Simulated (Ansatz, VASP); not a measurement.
**Eu: VASP beside Ansatz**

Contents of INCAR:

```
SYSTEM = Eu
  ALGO = Normal
  EDIFF = 1E-6
  ENCUT = 520
  GGA = CA
  ISIF = 2
  ISMEAR = -1
  ISPIN = 2
  LASPH = .True.
  LCHARG = .True.
  LELF = .True.
  LMAXMIX = 6
  LORBIT = 11
  LREAL = .False.
  LVHAR = .True.
  LWAVE = .False.
  MAGMOM = 6.925
  NBANDS = 18
  NELM = 150
  PREC = Accurate
  SIGMA = 0.05
```

File KPOINTS:

```
k-points
0
Gamma
  5 5 5
  0 0 0
```

The input POSCAR:

```
Eu
1.0
   -2.0544259245      2.0544259245      2.0544259245
    2.0544259245     -2.0544259245      2.0544259245
    2.0544259245      2.0544259245     -2.0544259245
Eu
1
Direct
    0.0000000000      0.0000000000      0.0000000000
```

Input for Ansatz:

```yaml
crystal:
  lattice:
    - [-2.0544259245, 2.0544259245, 2.0544259245]
    - [2.0544259245, -2.0544259245, 2.0544259245]
    - [2.0544259245, 2.0544259245, -2.0544259245]
  atoms:
    - { symbol: Eu, position: [0.0, 0.0, 0.0], spin: 6.925 }
hamiltonian:
  xc: lda
  pseudopotentials:
    kind: paw
    azcp:
      Eu: "pseudopotentials/Eu.paw.azcp"
basis:
  ecutwfc: 420
  fft_grid_basis: typed
kpoints:
  mp_grid: { grid: [5, 5, 5], shift: [0, 0, 0] }
magnetization:
  spin_polarized: true
scf:
  occupations: { method: fermi_dirac, width: 0.05 }
  lower_state_search: "off"
output:
  stress: true
```

Alike in both runs: task single point; functional LDA; k mesh 5 × 5 × 5; occupations fermi-dirac, width 0.05 eV; collinear spin.

```csv
,VASP,Ansatz
version,VASP 6.6.1,Ansatz 0.2.0
potentials or method,"VASP PAW PBE potentials, release 64 (Eu), cutoff 520 eV","plane waves (420 eV) with PAW, scalar-relativistic"
valence electrons in the cell,17,17
```

Ansatz gave:

```
pressure (GPa)                                                : 0.0
net moment per atom (μB)                                      : 7.16
size of the moment on the site where the two differ most (μB) : 6.92
```

Problem. What did VASP give for the same quantities?

Solution. Pressure (GPa): -0.2; net moment per atom (μB): 7.15; size of the moment on the site where the two differ most (μB): 6.65.

VASP's potentials were made for PBE, not for LDA, and Ansatz warns of the same on its side. LDA's correlation is that of Perdew and Zunger in VASP and of Perdew and Wang (1992) in Ansatz. Site moments also hang on the region over which each program counts them.

The k mesh is coarse, so the values compare programs but aren't converged. Spin-orbit coupling is off throughout.
